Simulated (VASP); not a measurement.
# LiYbO2 (R-3m) in VASP: single point with PBE+U

Aim: the single point of LiYbO2 with PBE+U.

All numbers are computed with VASP 6.6.1; they aren't measurements. Logs are shortened: lines on timing, memory, paths and dates and some standing lists are left out, and cuts for length are marked.

## 1. The cell of the first run

It takes space group R-3m (No. 166, trigonal). Conventional cell: a = 3.196 Å, b = 3.196 Å, c = 17.403 Å, α = 90.00°, β = 90.00°, γ = 120.00°. Within 3.3 Å of Li (site symmetry -3m) lie 6 O at 2.54 Å and 6 Li at 3.20 Å. Yb (site symmetry -3m) has 6 O at 2.18 Å within 2.9 Å. O (site symmetry 3m) has 3 Yb at 2.18 Å and 3 Li at 2.54 Å within 2.9 Å.

## 2. Single point, PBE+U, collinear spin, ferromagnetic start

File INCAR:

```
PREC = Accurate ; ENCUT = 520
EDIFF = 1E-6 ; ISMEAR = 0
SIGMA = 0.05 ; LREAL = False
LASPH = True ; NELM = 150
ALGO = Normal ; ISIF = 2
LWAVE = False ; LCHARG = False
ISPIN = 2 ; MAGMOM = 0 1.04 0.02 0.02
LORBIT = 11 ; LMAXMIX = 6
LDAU = True ; LDAUTYPE = 1
LDAUL = -1 3 -1 ; LDAUU = 0 4 0
LDAUJ = 0 0.9 0 ; LDAUPRINT = 1
GGA = PE ; NBANDS = 32
```

File KPOINTS:

```
Automatic mesh
0
Gamma
  7 7 7
```

File POSCAR:

```
LiYbO2
1.0
    1.5978969600      0.9225462400      5.8009757000
   -1.5978969600      0.9225462400      5.8009757000
    0.0000000000     -1.8450924700      5.8009757000
Li Yb O
1 1 2
Direct
    0.5000000000      0.5000000000      0.5000000000
    0.0000000000      0.0000000000      0.0000000000
    0.2667000000      0.2667000000      0.2667000000
    0.7333000000      0.7333000000      0.7333000000
```

Potentials or basis: VASP PAW PBE potentials, release 64 (Li_sv, Yb, O).

Run with:

```console
cat potpaw_PBE.64/Li_sv/POTCAR potpaw_PBE.64/Yb/POTCAR potpaw_PBE.64/O/POTCAR > POTCAR
mpirun -np 1 vasp_std > vasp.out
```

OUTCAR:

```text
PREC = Accurate
   ENCUT = 520
   EDIFF = 1E-6
   ISMEAR = 0
   LREAL = False
   LASPH = True
   NELM = 150
   ISIF = 2
   ISPIN = 2
   LORBIT = 11
   GGA = PE

 ion  position               nearest neighbor table
   1  0.500  0.500  0.500-
   2  0.000  0.000  0.000-   4 2.18   3 2.18   4 2.18   4 2.18   3 2.18   3 2.18
   3  0.267  0.267  0.267-   2 2.18   2 2.18   2 2.18
   4  0.733  0.733  0.733-   2 2.18   2 2.18   2 2.18

  LATTYP: Found a trigonal (rhomboedric) cell.
 ALAT       =     6.0873381154
 COS(alpha) =     0.8621925538

  Lattice vectors:

 A1 = (   1.5978969600,   0.9225462400,   5.8009757000)
 A2 = (  -1.5978969600,   0.9225462400,   5.8009757000)
 A3 = (   0.0000000000,  -1.8450924700,   5.8009757000)

Analysis of symmetry for initial positions (statically):
=====================================================================
 Subroutine PRICEL returns:
 Original cell was already a primitive cell.

 Routine SETGRP: Setting up the symmetry group for a
 trigonal (rhombohedral) supercell.

 Subroutine GETGRP returns: Found 12 space group operations
 (whereof 12 operations were pure point group operations)
 out of a pool of 12 trial point group operations.

The static configuration has the point symmetry D_3d.

Analysis of symmetry for dynamics (positions and initial velocities):
=====================================================================
 Subroutine PRICEL returns:
 Original cell was already a primitive cell.

 Routine SETGRP: Setting up the symmetry group for a
 trigonal (rhombohedral) supercell.

 Subroutine GETGRP returns: Found 12 space group operations
 (whereof 12 operations were pure point group operations)
 out of a pool of 12 trial point group operations.

The dynamic configuration has the point symmetry D_3d.

Analysis of structural, dynamic, and magnetic symmetry:
=====================================================================
 Subroutine PRICEL returns:
 Original cell was already a primitive cell.

 Routine SETGRP: Setting up the symmetry group for a
 trigonal (rhombohedral) supercell.

 Subroutine GETGRP returns: Found 12 space group operations
 (whereof 12 operations were pure point group operations)
 out of a pool of 12 trial point group operations.

The overall configuration has the point symmetry D_3d.

 Subroutine INISYM returns: Found 12 space group operations
 (whereof 12 operations are pure point group operations),
 and found     1 'primitive' translations

----------------------------------------------------------------------------------------

                                     Primitive cell

  volume of cell :      51.3085

  direct lattice vectors                    reciprocal lattice vectors
     1.597896960  0.922546240  5.800975700     0.312911291  0.180659419  0.057461598
    -1.597896960  0.922546240  5.800975700    -0.312911291  0.180659419  0.057461598
     0.000000000 -1.845092470  5.800975700     0.000000000 -0.361318837  0.057461598
[... 132 lines left out ...]

 onsite density matrix

spin component  1

  1.0175 -0.0000 -0.0000 -0.0176 -0.0000  0.0000  0.0000
 -0.0000  1.0176  0.0000  0.0000  0.0042 -0.0000 -0.0000
 -0.0000  0.0000  1.0053  0.0000  0.0000  0.0042  0.0000
 -0.0176  0.0000  0.0000  1.0108  0.0000 -0.0000 -0.0000
 -0.0000  0.0042  0.0000  0.0000  1.0053  0.0000 -0.0000
  0.0000 -0.0000  0.0042 -0.0000  0.0000  1.0176  0.0000
  0.0000 -0.0000  0.0000 -0.0000 -0.0000  0.0000  1.0057

spin component  2

  0.5791  0.0000 -0.0000  0.4433  0.0000 -0.0000  0.0000
  0.0000  1.0167 -0.0000 -0.0000  0.0056 -0.0000 -0.0000
 -0.0000 -0.0000  1.0053 -0.0000  0.0000  0.0056  0.0000
  0.4433 -0.0000 -0.0000  0.5230 -0.0000 -0.0000  0.0000
  0.0000  0.0056  0.0000 -0.0000  1.0053 -0.0000 -0.0000
 -0.0000 -0.0000  0.0056 -0.0000 -0.0000  1.0167  0.0000
  0.0000 -0.0000  0.0000  0.0000 -0.0000  0.0000  1.0061

 occupancies and eigenvectors

  o =  0.1069  v =  0.0000  0.0000  0.0000  0.0000  0.0000  0.0000  0.0000  0.6844  0.0000  0.0000 -0.7291 -0.0000 -0.0000  0.0000      0.0000  0.0000  0.0000  0.0000  0.0000  0.0000  0.0000  0.0000  0.0000  0.0000  0.0000  0.0000  0.0000  0.0000
  o =  0.9953  v =  0.0000  0.0000  0.0000  0.0000  0.0000  0.0000  0.0000  0.7291 -0.0000  0.0000  0.6844  0.0000  0.0000  0.0000      0.0000  0.0000  0.0000  0.0000  0.0000  0.0000  0.0000  0.0000  0.0000  0.0000  0.0000  0.0000  0.0000  0.0000
  o =  0.9962  v =  0.6377  0.0000  0.0000  0.7703 -0.0000  0.0000 -0.0000  0.0000  0.0000  0.0000  0.0000  0.0000  0.0000  0.0000      0.0000  0.0000  0.0000  0.0000  0.0000  0.0000  0.0000  0.0000  0.0000  0.0000  0.0000  0.0000  0.0000  0.0000
  o =  1.0030  v =  0.0000  0.0000  0.0000  0.0000  0.0000  0.0000  0.0000  0.0000  0.0000 -0.9259  0.0000 -0.0000  0.3777 -0.0000      0.0000  0.0000  0.0000  0.0000  0.0000  0.0000  0.0000  0.0000  0.0000  0.0000  0.0000  0.0000  0.0000  0.0000
  o =  1.0030  v =  0.0000  0.0000  0.0000  0.0000  0.0000  0.0000  0.0000  0.0000  0.3777  0.0000  0.0000 -0.9259 -0.0000 -0.0000      0.0000  0.0000  0.0000  0.0000  0.0000  0.0000  0.0000  0.0000  0.0000  0.0000  0.0000  0.0000  0.0000  0.0000
  o =  1.0040  v =  0.0000  0.0000  0.9555 -0.0000 -0.0000 -0.2949 -0.0000  0.0000  0.0000  0.0000  0.0000  0.0000  0.0000  0.0000      0.0000  0.0000  0.0000  0.0000  0.0000  0.0000  0.0000  0.0000  0.0000  0.0000  0.0000  0.0000  0.0000  0.0000
  o =  1.0040  v =  0.0000 -0.2949  0.0000  0.0000  0.9555 -0.0000  0.0000  0.0000  0.0000  0.0000  0.0000  0.0000  0.0000  0.0000      0.0000  0.0000  0.0000  0.0000  0.0000  0.0000  0.0000  0.0000  0.0000  0.0000  0.0000  0.0000  0.0000  0.0000
  o =  1.0057  v = -0.0000  0.0000  0.0000 -0.0000 -0.0000 -0.0000  1.0000  0.0000  0.0000  0.0000  0.0000  0.0000  0.0000  0.0000      0.0000  0.0000  0.0000  0.0000  0.0000  0.0000  0.0000  0.0000  0.0000  0.0000  0.0000  0.0000  0.0000  0.0000
  o =  1.0061  v =  0.0000  0.0000  0.0000  0.0000  0.0000  0.0000  0.0000  0.0000  0.0000  0.0000  0.0000 -0.0000 -0.0000  1.0000      0.0000  0.0000  0.0000  0.0000  0.0000  0.0000  0.0000  0.0000  0.0000  0.0000  0.0000  0.0000  0.0000  0.0000
  o =  1.0189  v =  0.0000 -0.0000 -0.2949 -0.0000 -0.0000 -0.9555  0.0000  0.0000  0.0000  0.0000  0.0000  0.0000  0.0000  0.0000      0.0000  0.0000  0.0000  0.0000  0.0000  0.0000  0.0000  0.0000  0.0000  0.0000  0.0000  0.0000  0.0000  0.0000
  o =  1.0189  v =  0.0000 -0.9555  0.0000 -0.0000 -0.2949  0.0000  0.0000  0.0000  0.0000  0.0000  0.0000  0.0000  0.0000  0.0000      0.0000  0.0000  0.0000  0.0000  0.0000  0.0000  0.0000  0.0000  0.0000  0.0000  0.0000  0.0000  0.0000  0.0000
  o =  1.0189  v =  0.0000  0.0000  0.0000  0.0000  0.0000  0.0000  0.0000 -0.0000  0.0000  0.3777 -0.0000  0.0000  0.9259 -0.0000      0.0000  0.0000  0.0000  0.0000  0.0000  0.0000  0.0000  0.0000  0.0000  0.0000  0.0000  0.0000  0.0000  0.0000
  o =  1.0189  v =  0.0000  0.0000  0.0000  0.0000  0.0000  0.0000  0.0000  0.0000  0.9259 -0.0000  0.0000  0.3777 -0.0000 -0.0000      0.0000  0.0000  0.0000  0.0000  0.0000  0.0000  0.0000  0.0000  0.0000  0.0000  0.0000  0.0000  0.0000  0.0000
  o =  1.0321  v = -0.7703 -0.0000  0.0000  0.6377 -0.0000 -0.0000  0.0000  0.0000  0.0000  0.0000  0.0000  0.0000  0.0000  0.0000      0.0000  0.0000  0.0000  0.0000  0.0000  0.0000  0.0000  0.0000  0.0000  0.0000  0.0000  0.0000  0.0000  0.0000

 number of electron      38.9999996 magnetization       0.9973737

 Free energy of the ion-electron system (eV)
  ---------------------------------------------------
  ext. energy  EPLUGINS =         0.00000000
  ---------------------------------------------------
  free energy    TOTEN  =       -24.66236061 eV

  energy without entropy =      -24.66236061  energy(sigma->0) =      -24.66236061

 E-fermi :   1.5660     XC(G=0): -10.2905

 val. band max:        1.2711032391   @ k =   0.0000   0.0000   0.0000
 cond. band min:       2.5078355840   @ k =  -0.2857   0.2857   0.0000
 fundamental gap:      1.2367323449
 Fermi energy:         1.5660496764

 spin component 1

 k-point     1 :       0.0000    0.0000    0.0000
  band No.  band energies     occupation
      1     -49.6151      1.00000
      2     -44.1416      1.00000
      3     -22.0394      1.00000
      4     -21.1874      1.00000
      5     -21.1874      1.00000
      6     -15.6595      1.00000
[... 1625 lines left out ...]
     30      14.5792      0.00000
     31      16.3665      0.00000

 [... further k-points ...]

 [bands above 31 left out]

------------------------ aborting loop because EDIFF is reached ----------------------------------------

  FORCE on cell =-STRESS in cart. coord.  units (eV):
  Direction    XX          YY          ZZ          XY          YZ          ZX
  --------------------------------------------------------------------------------------
  -------------------------------------------------------------------------------------
  Total        4.6221952      4.6221951     -2.6021417      0.0000000     -0.0000000      0.0000000
  in kB      144.3343340    144.3343329    -81.2554144      0.0000000     -0.0000000      0.0000000
  external PRESSURE =      69.1377508 kB  Pullay stress =       0.0000000 kB

 VOLUME and BASIS-vectors are now :
 -----------------------------------------------------------------------------
  energy-cutoff  :      520.00
  volume of cell :       51.31
      direct lattice vectors                 reciprocal lattice vectors
     1.597896960  0.922546240  5.800975700     0.312911291  0.180659419  0.057461598
    -1.597896960  0.922546240  5.800975700    -0.312911291  0.180659419  0.057461598
     0.000000000 -1.845092470  5.800975700     0.000000000 -0.361318837  0.057461598

 POSITION                                       TOTAL-FORCE (eV/Angst)
 -----------------------------------------------------------------------------------
      0.00000      0.00000      8.70146        -0.000000     -0.000000     -0.000000
      0.00000      0.00000      0.00000         0.000000      0.000000     -0.000000
      0.00000      0.00000      4.64136        -0.000000     -0.000000     -1.434534
      0.00000      0.00000     12.76157        -0.000000      0.000000      1.434534
 -----------------------------------------------------------------------------------
    total drift:                               -0.000000      0.000000     -0.000000

  FREE ENERGIE OF THE ION-ELECTRON SYSTEM (eV)
  ---------------------------------------------------
  free  energy   TOTEN  =       -24.6623606064 eV

  energy  without entropy=      -24.6623606064  energy(sigma->0) =      -24.66236061

 total charge

# of ion       s       p       d       f       tot
--------------------------------------------------
    1        2.000   0.024   0.000   0.000   2.024
    2        2.178   6.247   0.757  13.210  22.393
    3        1.558   3.482   0.000   0.000   5.040
    4        1.558   3.482   0.000   0.000   5.040
--------------------------------------------------
tot          7.294  13.235   0.757  13.210  34.497

 magnetization (x)

# of ion       s       p       d       f       tot
--------------------------------------------------
    1        0.000   0.000   0.000   0.000   0.000
    2        0.001  -0.005  -0.002   0.927   0.921
    3        0.000   0.027   0.000   0.000   0.028
    4        0.000   0.027   0.000   0.000   0.028
--------------------------------------------------
tot          0.002   0.050  -0.002   0.927   0.976
```

It took 15 min on 1 thread of Intel Xeon Platinum 8375C at 2.90GHz (Ice Lake), shared host; peak memory 0.48 GiB.

Results:

* Free energy: -24.6624 eV
* Largest force: 1.435 eV/Å
* Band gap on the k mesh: 1.24 eV, indirect (least direct gap 1.50 eV)
* Net moment: 1.00 μB per cell
* Site moments: Li +0.00; Yb +0.92; O +0.03 μB
* Valence electrons inside the program's atomic spheres: Li 2.02; Yb 22.39; O 5.04

Forces in eV/Å, atoms in the order of the input:
```
Li   0.000  0.000  0.000
Yb   0.000  0.000  0.000
O    0.000  0.000 -1.435
O    0.000  0.000  1.435
```

Levels at points of the mesh, in eV from the valence-band top:
Spin up:
```tsv
k point	band 16	band 17	band 18	band 19	band 20	band 21	band 22	band 23	band 24	band 25
(0.00, 0.00, 0.00)	-2.45	-2.45	-1.21	-0.19	-0.19	3.48	6.98	6.98	7.24	7.50
```
Spin down:
```tsv
k point	band 17	band 18	band 19	band 20	band 21	band 22
(0.00, 0.00, 0.00)	-1.43	0.00	0.00	1.64	3.51	6.98
```

Eigenvalues of the final occupation matrices:
| site | spin | trace | eigenvalues |
| --- | --- | --- | --- |
| site 2 f | 1 | 7.08 | 1.00 1.00 1.00 1.01 1.02 1.02 1.03 |
| site 2 f | 2 | 6.15 | 0.11 1.00 1.00 1.00 1.01 1.02 1.02 |

Caveat: the cutoff is under 1.25 times the usual one of these potentials, so pressure, stress and relaxed cells hold a basis-set (Pulay) error; spin-orbit coupling is left out, which moves the levels of the heavy elements; forces of over 1 eV/Å act on the atoms, so gaps and moduli don't describe the material at rest. A k mesh can miss the band edges.
